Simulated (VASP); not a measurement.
# TaSi2 in VASP: notebook

Runs on TaSi2. Level: PBEsol. Tasks: single point.

Program: VASP 6.6.1. These are calculated values, not measurements. Logs are shortened: lines on timing, memory, paths and dates and some standing lists are left out, and cuts for length are marked.

## (1) The cell of the first run

Symmetry: P6_422, No. 181, hexagonal system. Conventional cell: a = 4.847 Å, b = 4.847 Å, c = 6.656 Å, α = 90.00°, β = 90.00°, γ = 120.00°. Ta (site symmetry 222) has 10 Si at 2.64 to 2.86 Å and 4 Ta at 3.29 Å within 3.5 Å. Si (site symmetry 2) has 9 Si at 2.59 to 3.37 Å and 5 Ta at 2.64 to 2.86 Å within 3.4 Å.

## (2) Single point, PBEsol

Input file INCAR:

```
PREC     = Accurate       # precision mode
ENCUT    = 520            # plane-wave cutoff, eV
EDIFF    = 1E-6           # SCF threshold, eV
ISMEAR   = -1             # smearing method
SIGMA    = 0.05           # smearing width, eV
LREAL    = False          # projectors in reciprocal space
LASPH    = True           # aspherical terms in the spheres
NELM     = 60             # most SCF steps
ALGO     = Normal         # electronic algorithm
ISIF     = 2              # what is computed and relaxed
LWAVE    = False          # write WAVECAR
LCHARG   = False          # write CHGCAR
GGA      = PS             # functional
NBANDS   = 38             # bands
```

Input file KPOINTS:

```
Automatic mesh
0
Gamma
  7 7 4
```

Input file POSCAR:

```
TaSi2
1.0
    4.8468532719      0.0000000000      0.0000000000
   -2.4234266360      4.1974980619      0.0000000000
    0.0000000000      0.0000000000      6.6564572831
Ta Si
3 6
Direct
    0.0000000000      0.5000000000      0.3333333333
    0.5000000000      0.5000000000      0.6666666667
    0.5000000000      0.0000000000      0.0000000000
    0.3179400000      0.1589700000      0.3333333333
    0.1589700000      0.8410300000      0.6666666667
    0.8410300000      0.6820600000      0.0000000000
    0.6820600000      0.8410300000      0.3333333333
    0.8410300000      0.1589700000      0.6666666667
    0.1589700000      0.3179400000      0.0000000000
```

Potentials or basis: VASP PAW PBE potentials, release 64 (Ta_pv, Si).

Run with:

```
cat potpaw_PBE.64/Ta_pv/POTCAR potpaw_PBE.64/Si/POTCAR > POTCAR
mpirun -np 1 vasp_std > vasp.out
```

OUTCAR:

```text
PREC = Accurate
   ENCUT = 520
   EDIFF = 1E-6
   ISMEAR = -1
   LREAL = False
   LASPH = True
   NELM = 60
   ISIF = 2
   GGA = PS

 ion  position               nearest neighbor table
   1  0.000  0.500  0.333-   6 2.64   9 2.64   8 2.64   5 2.64   4 2.77   7 2.77   7 2.77   4 2.77
                             7 2.86   4 2.86   3 3.29   3 3.29   2 3.29   2 3.29
   2  0.500  0.500  0.667-   6 2.64   9 2.64   7 2.64   4 2.64   5 2.77   8 2.77   5 2.77   8 2.77
                             8 2.86   5 2.86   3 3.29   3 3.29   1 3.29   1 3.29
   3  0.500  0.000  0.000-   5 2.64   8 2.64   7 2.64   4 2.64   9 2.77   6 2.77   9 2.77   6 2.77
                             9 2.86   6 2.86   1 3.29   1 3.29   2 3.29   2 3.29
   4  0.318  0.159  0.333-   9 2.59   5 2.59   3 2.64   2 2.64   7 2.67   1 2.77   1 2.77   1 2.86
                             7 2.87   7 2.87
   5  0.159  0.841  0.667-   6 2.59   4 2.59   3 2.64   1 2.64   8 2.67   2 2.77   2 2.77   2 2.86
                             8 2.87   8 2.87
   6  0.841  0.682  0.000-   5 2.59   7 2.59   2 2.64   1 2.64   9 2.67   3 2.77   3 2.77   3 2.86
                             9 2.87   9 2.87
   7  0.682  0.841  0.333-   6 2.59   8 2.59   3 2.64   2 2.64   4 2.67   1 2.77   1 2.77   1 2.86
                             4 2.87   4 2.87
   8  0.841  0.159  0.667-   9 2.59   7 2.59   3 2.64   1 2.64   5 2.67   2 2.77   2 2.77   2 2.86
                             5 2.87   5 2.87
   9  0.159  0.318  0.000-   8 2.59   4 2.59   2 2.64   1 2.64   6 2.67   3 2.77   3 2.77   3 2.86
                             6 2.87   6 2.87

  LATTYP: Found a hexagonal cell.
 ALAT       =     4.8468532719
 C/A-ratio  =     1.3733564665

  Lattice vectors:

 A1 = (   4.8468532719,   0.0000000000,   0.0000000000)
 A2 = (  -2.4234266360,   4.1974980619,   0.0000000000)
 A3 = (   0.0000000000,   0.0000000000,   6.6564572831)

Analysis of symmetry for initial positions (statically):
=====================================================================
 Subroutine PRICEL returns:
 Original cell was already a primitive cell.

 Routine SETGRP: Setting up the symmetry group for a
 hexagonal supercell.

 Subroutine GETGRP returns: Found 12 space group operations
 (whereof  4 operations were pure point group operations)
 out of a pool of 24 trial point group operations.

The static configuration has the point symmetry D_2 .
 The point group associated with its full space group is D_6 .

Analysis of symmetry for dynamics (positions and initial velocities):
=====================================================================
 Subroutine PRICEL returns:
 Original cell was already a primitive cell.

 Routine SETGRP: Setting up the symmetry group for a
 hexagonal supercell.

 Subroutine GETGRP returns: Found 12 space group operations
 (whereof  4 operations were pure point group operations)
 out of a pool of 24 trial point group operations.

The dynamic configuration has the point symmetry D_2 .
 The point group associated with its full space group is D_6 .

 Subroutine INISYM returns: Found 12 space group operations
 (whereof  4 operations are pure point group operations),
 and found     1 'primitive' translations

----------------------------------------------------------------------------------------

                                     Primitive cell

  volume of cell :     135.4233

  direct lattice vectors                    reciprocal lattice vectors
     4.846853272  0.000000000  0.000000000     0.206319429  0.119118578  0.000000000
    -2.423426636  4.197498062  0.000000000     0.000000000  0.238237156  0.000000000
     0.000000000  0.000000000  6.656457283     0.000000000  0.000000000  0.150230063

  length of vectors
     4.846853272  4.846853272  6.656457283     0.238237156  0.238237156  0.150230063

  position of ions in fractional coordinates (direct lattice)
     0.000000000  0.500000000  0.333333333
     0.500000000  0.500000000  0.666666667
     0.500000000  0.000000000  0.000000000
     0.317940000  0.158970000  0.333333333
     0.158970000  0.841030000  0.666666667
     0.841030000  0.682060000  0.000000000
     0.682060000  0.841030000  0.333333333
     0.841030000  0.158970000  0.666666667
     0.158970000  0.317940000  0.000000000

  ion indices of the primitive-cell ions
   primitive index   ion index
                 1           1
                 2           2
                 3           3
                 4           4
                 5           5
                 6           6
                 7           7
                 8           8
                 9           9

----------------------------------------------------------------------------------------

 KPOINTS: Automatic mesh

Automatic generation of k-mesh.
 Grid dimensions read from file:
 generate k-points for:    7    7    4

 Generating k-lattice:

  Cartesian coordinates                     Fractional coordinates (reciprocal lattice)
     0.029474204  0.017016940  0.000000000     0.142857143 -0.000000000  0.000000000
     0.000000000  0.034033879  0.000000000     0.000000000  0.142857143  0.000000000
     0.000000000  0.000000000  0.037557516     0.000000000  0.000000000  0.250000000

  Length of vectors
     0.034033879  0.034033879  0.037557516

  Shift w.r.t. Gamma in fractional coordinates (k-lattice)
     0.000000000  0.000000000  0.000000000

 Subroutine IBZKPT returns following result:
 ===========================================

 Found     24 irreducible k-points:

 Following reciprocal coordinates:
            Coordinates               Weight
  0.000000  0.000000  0.000000      1.000000
  0.142857  0.000000  0.000000      6.000000
  0.285714  0.000000  0.000000      6.000000
  0.428571  0.000000  0.000000      6.000000
  0.142857  0.142857  0.000000      6.000000
  0.285714  0.142857  0.000000     12.000000
[... 16 lines left out ...]
  0.428571  0.142857  0.500000      6.000000
  0.285714  0.285714  0.500000      6.000000
   k-points           NKPTS =     24   k-points in BZ     NKDIM =     24   number of bands    NBANDS=     38
   number of dos      NEDOS =    301   number of ions     NIONS =      9
   total plane-waves  NPLWV =  64800
   dimension x,y,z NGX =    36 NGY =   36 NGZ =   50
   dimension x,y,z NGXF=    72 NGYF=   72 NGZF=  100
   ions per type =               3   6
   NGX,Y,Z   is equivalent  to a cutoff of  12.35, 12.35, 12.49 a.u.
   NGXF,Y,Z  is equivalent  to a cutoff of  24.70, 24.70, 24.98 a.u.
 SYSTEM =  unknown system
   PREC   = accura    normal or accurate (medium, high low for compatibility)
   ISTART =      0    job   : 0-new  1-cont  2-samecut
   ICHARG =      2    charge: 1-file 2-atom 10-const
   ISPIN  =      1    spin polarized calculation?
   LNONCOLLINEAR =      F non collinear calculations
   LSORBIT =      F    spin-orbit coupling
   LASPH  =      T    aspherical Exc in radial PAW
   ENCUT  =  520.0 eV  38.22 Ry    6.18 a.u.   9.01  9.01 12.38*2*pi/ulx,y,z
   NELM   =     60;   NELMIN=  2; NELMDL= -5     # of ELM steps
   EDIFF  = 0.1E-05   stopping-criterion for ELM
   LREAL  =      F    real-space projection
   EDIFFG = 0.1E-04   stopping-criterion for IOM
   NSW    =      0    number of steps for IOM
   IBRION =     -1    ionic relax: 0-MD 1-quasi-New 2-CG
   NFREE  =      0    steps in history (QN), initial steepest desc. (CG)
   ISIF   =      2    stress and relaxation
   ISYM   =      2    0-nonsym 1-usesym 2-fastsym
   POTIM  = 0.5000    time-step for ionic-motion
   TEBEG  =    0.0;   TEEND  =   0.0 temperature during run
   PSTRESS=    0.0 pullay stress
   NELECT =      57.0000    total number of electrons
   NUPDOWN=      -1.0000    fix difference up-down
   EMIN   =  10.00;   EMAX   =-10.00  energy-range for DOS
   EFERMI =   0.00;   METHOD = LEGACY
   ISMEAR =    -1;   SIGMA  =   0.05  broadening in eV -4-tet -1-fermi 0-gaus
   EFERMI_NEDOS =   21; number of points for ismear=-14 and -15
   IALGO  =     38    algorithm
   IMIX   =      4    mixing-type and parameters
     AMIX     =   0.40;   BMIX     =  1.00
     AMIX_MAG =   1.60;   BMIX_MAG =  1.00
  volume/ion in A,a.u.               =      15.05       101.54
  Fermi-wavevector in a.u.,A,eV,Ry     =   1.226880  2.318466 20.479945  1.505234
  Thomas-Fermi vector in A             =   2.361864
   LORBIT       =      0    0 simple, 1 ext, 2 COOP (PROOUT), +10 PAW based schemes
   GGA     = PS    functional components
   LHFCALC =     F    Hartree Fock is set to
   AEXX    =    0.0000 exact exchange contribution
   IVDW    =     0    specifies the selected vdW correction
   LEPSILON=     F    determine dielectric tensor
   LRPA    =     F    only Hartree local field effects (RPA)
 non-spin polarized calculation
  energy-cutoff  :      520.00
  volume of cell :      135.42
 maximum number of plane-waves:      3670
 NGX is ok and might be reduce to    36
   NGX = 17   NGY = 17   NGZ = 25

 number of electron      57.0000007 magnetization

 Free energy of the ion-electron system (eV)
  ---------------------------------------------------
  ext. energy  EPLUGINS =         0.00000000
  ---------------------------------------------------
  free energy    TOTEN  =       -77.18363425 eV

  energy without entropy =      -77.15580255  energy(sigma->0) =      -77.16971840

 E-fermi :   8.8145     XC(G=0): -11.9734

 val. band max:        8.7694511892   @ k =   0.2857   0.2857   0.2500
 cond. band min:       8.8184756255   @ k =   0.4286   0.1429   0.2500
 fundamental gap:      0.0490244363
 Fermi energy:         8.8144644980

 k-point     1 :       0.0000    0.0000    0.0000
  band No.  band energies     occupation
      1     -25.5931      2.00000
      2     -25.5864      2.00000
      3     -25.5864      2.00000
      4     -25.5290      2.00000
      5     -25.5290      2.00000
      6     -25.4462      2.00000
[... 30 lines left out ...]
     37      12.5996      0.00000
     38      12.6256      0.00000
[... 941 lines left out ...]
     37      12.1483      0.00000
     38      12.4022      0.00000

------------------------ aborting loop because EDIFF is reached ----------------------------------------

  FORCE on cell =-STRESS in cart. coord.  units (eV):
  Direction    XX          YY          ZZ          XY          YZ          ZX
  --------------------------------------------------------------------------------------
  -------------------------------------------------------------------------------------
  Total       -7.3693871     -7.3693871     -7.5698976      0.0000000      0.0000000     -0.0000000
  in kB      -87.1863361    -87.1863361    -89.5585520      0.0000000      0.0000000     -0.0000000
  external PRESSURE =     -87.9770747 kB  Pullay stress =       0.0000000 kB

 VOLUME and BASIS-vectors are now :
 -----------------------------------------------------------------------------
  energy-cutoff  :      520.00
  volume of cell :      135.42
      direct lattice vectors                 reciprocal lattice vectors
     4.846853272  0.000000000  0.000000000     0.206319429  0.119118578  0.000000000
    -2.423426636  4.197498062  0.000000000     0.000000000  0.238237156  0.000000000
     0.000000000  0.000000000  6.656457283     0.000000000  0.000000000  0.150230063

 POSITION                                       TOTAL-FORCE (eV/Angst)
 -----------------------------------------------------------------------------------
     -1.21171      2.09875      2.21882        -0.000000      0.000000     -0.000000
      1.21171      2.09875      4.43764        -0.000000      0.000000      0.000000
      2.42343      0.00000      0.00000        -0.000000      0.000000      0.000000
      1.15576      0.66728      2.21882         0.050208      0.028987      0.000000
     -1.26767      3.53022      4.43764         0.050208     -0.028987      0.000000
      2.42343      2.86295      0.00000         0.000000     -0.057975      0.000000
      1.26767      3.53022      2.21882        -0.050208     -0.028987      0.000000
      3.69110      0.66728      4.43764        -0.050208      0.028987      0.000000
     -0.00000      1.33455      0.00000        -0.000000      0.057975      0.000000
 -----------------------------------------------------------------------------------
    total drift:                               -0.000000     -0.000000     -0.000000

  FREE ENERGIE OF THE ION-ELECTRON SYSTEM (eV)
  ---------------------------------------------------
  free  energy   TOTEN  =       -77.1836342530 eV

  energy  without entropy=      -77.1558025536  energy(sigma->0) =      -77.16971840
```

It took 52 s on 1 thread of Intel Xeon 6975P-C (Granite Rapids), shared host; peak memory 0.28 GiB.

Results:

| Property | Result |
| --- | --- |
| Free energy | -77.1836 eV |
| Pressure | -8.8 GPa |
| Largest force | 0.058 eV/Å |
| Band gap on the k mesh | zero (an odd number of electrons rules out a gap without spin polarisation) |

Forces in eV/Å, atoms in the order of the input:
```
Ta   0.000  0.000  0.000
Ta   0.000  0.000  0.000
Ta   0.000  0.000  0.000
Si   0.050  0.029  0.000
Si   0.050 -0.029  0.000
Si   0.000 -0.058  0.000
Si  -0.050 -0.029  0.000
Si  -0.050  0.029  0.000
Si   0.000  0.058  0.000
```

Caveat: the cell stands under tension; the PAW data sets were made with another functional, which shifts forces and pressure a little; spin-orbit coupling is left out, which moves the levels of the heavy elements.

(Part 1 of 2 ends here.)
